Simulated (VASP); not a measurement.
A run of VASP 6.6.1:

Contents of POSCAR:

```
Sb
1.0
    2.1706020527      1.2531976795      3.8710910875
   -2.1706020527      1.2531976795      3.8710910875
    0.0000000000     -2.5063953589      3.8710910875
Sb
2
Direct
    0.2313018333      0.2313018333      0.2313018333
    0.7686981667      0.7686981667      0.7686981667
```

Contents of INCAR.step1:

```
SYSTEM = Sb
PREC     = Accurate       ! precision mode
ENCUT    = 520            ! plane-wave cutoff, eV
ISMEAR   = -1             ! smearing method
SIGMA    = 0.1            ! smearing width, eV
LREAL    = .False.        ! projectors in reciprocal space
LASPH    = .True.         ! aspherical terms in the spheres
NELM     = 80             ! most SCF steps
NBANDS   = 12             ! bands
GGA      = PE             ! functional
ALGO     = Normal         ! electronic algorithm
EDIFF    = 1E-4           ! SCF threshold, eV
LWAVE    = .True.         ! write WAVECAR
LCHARG   = .False.        ! write CHGCAR
```

The input INCAR.step2:

```
SYSTEM = Sb
PREC     = Accurate       ! precision mode
ENCUT    = 520            ! plane-wave cutoff, eV
EDIFF    = 1E-7           ! SCF threshold, eV
ISMEAR   = -1             ! smearing method
SIGMA    = 0.1            ! smearing width, eV
LREAL    = .False.        ! projectors in reciprocal space
LASPH    = .True.         ! aspherical terms in the spheres
NELM     = 80             ! most SCF steps
ALGO     = Normal         ! electronic algorithm
ISIF     = 2              ! what is computed and relaxed
LWAVE    = .False.        ! write WAVECAR
LCHARG   = .True.         ! write CHGCAR
METAGGA  = R2SCAN         ! meta-GGA
LMIXTAU  = .True.       
LELF     = .True.         ! ELF
LVHAR    = .True.       
NBANDS   = 12             ! bands
ISTART   = 1
```

KPOINTS

```
Automatic mesh
0
Gamma
  6 6 6
  0 0 0
```

Potentials or basis: VASP PAW PBE potentials, release 64 (Sb).

The run is started by

```sh
$ cat potpaw_PBE.64/Sb/POTCAR > POTCAR
$ cp INCAR.step1 INCAR
$ mpirun -np 1 vasp_std > vasp.out
$ cp INCAR.step2 INCAR
$ mpirun -np 1 vasp_std > vasp.out
```

Hardware: 1 thread of Intel(R) Xeon(R) Platinum 8259CL CPU @ 2.50GHz (Skylake/Cascade Lake) (shared host).

How long does it take, and how much memory?

Run time: 91 s on 1 thread of Intel(R) Xeon(R) Platinum 8259CL CPU @ 2.50GHz (Skylake/Cascade Lake), with other jobs on the host, peak memory 0.21 GiB. Counts: k points 32.
